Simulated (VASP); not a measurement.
Input of a VASP 6.6.1 run:

INCAR

```
ALGO = Fast
EDIFF = 1E-7
ENCUT = 520
GGA = PS
ISIF = 2
ISMEAR = 0
LASPH = T
LCHARG = F
LREAL = F
LWAVE = F
NBANDS = 12
NELM = 80
PREC = Accurate
SIGMA = 0.15
```

File KPOINTS:

```
k-points
0
Gamma
  22 22 22
```

Contents of POSCAR:

```
Zn
1.0
   -1.5023666344      1.5023666344      1.5023666344
    1.5023666344     -1.5023666344      1.5023666344
    1.5023666344      1.5023666344     -1.5023666344
Zn
1
Direct
    0.0000000000      0.0000000000      0.0000000000
```

Potentials or basis: VASP PAW PBE potentials, release 64 (Zn).

Launch:

```sh
$ cat potpaw_PBE.64/Zn/POTCAR > POTCAR
$ mpirun -np 1 vasp_std > vasp.out
```

Task: Predict the pressure.

Result: 5.7 GPa.

Task: Estimate the band gap on the k mesh.

Result: Zero (band 6 reaches 8.30 eV, above the bottom of band 7 at 3.16 eV).

Caveat: the PAW data sets were made with another functional, which shifts forces and pressure a little.
